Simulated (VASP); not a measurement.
Set up this calculation in VASP 6.6.1, as the native input.

```
Task                   : single point
Functional             : PBE
Potentials or basis    : VASP PAW PBE potentials, release 64 (Cd, Se)
Cutoff                 : 520 eV
k mesh                 : 8 × 8 × 8
Occupations            : fermi-dirac, width 0.02 eV
Spin                   : no spin polarisation
Dipole correction      : no
Further INCAR settings : ALGO = Normal; EDIFF = 1e-06; NBANDS = 16
```

The structure of CdSe lies in POSCAR:

```
CdSe
1.0
   -0.0205015423      3.0626183276      3.0626183276
    3.0626183276     -0.0205015423      3.0626183276
    3.0626183276      3.0626183276     -0.0205015423
Cd Se
1 1
Direct
   -0.0007119369     -0.0007119369     -0.0007119369
    0.2507119369      0.2507119369      0.2507119369
```

This cell differs from its parent crystal: epitaxial 111 strain +0.5%.

The input as run:

INCAR

```
  PREC = Accurate
  ENCUT = 520
  EDIFF = 1E-6
  ISMEAR = -1
  SIGMA = 0.02
  LREAL = F
  LASPH = T
  NELM = 100
  ALGO = Normal
  ISIF = 2
  LWAVE = F
  LCHARG = F
  GGA = PE
  NBANDS = 16
```

KPOINTS

```
regular mesh
0
Gamma
  8 8 8
```

Potentials or basis: VASP PAW PBE potentials, release 64 (Cd, Se).

Run with:

```sh
$ cat potpaw_PBE.64/Cd/POTCAR potpaw_PBE.64/Se/POTCAR > POTCAR
$ mpirun -np 1 vasp_std > vasp.out
```

Results of the run:

```json
{
  "Pressure": "1.4 GPa",
  "Band gap on the k mesh": "0.52 eV, direct"
}
```

Caveat: the cell differs from its parent crystal (epitaxial 111 strain +0.5%).

It took 39 s on 1 thread of Intel(R) Xeon(R) Platinum 8488C (Sapphire Rapids), with other jobs on the host, peak memory 0.21 GiB.
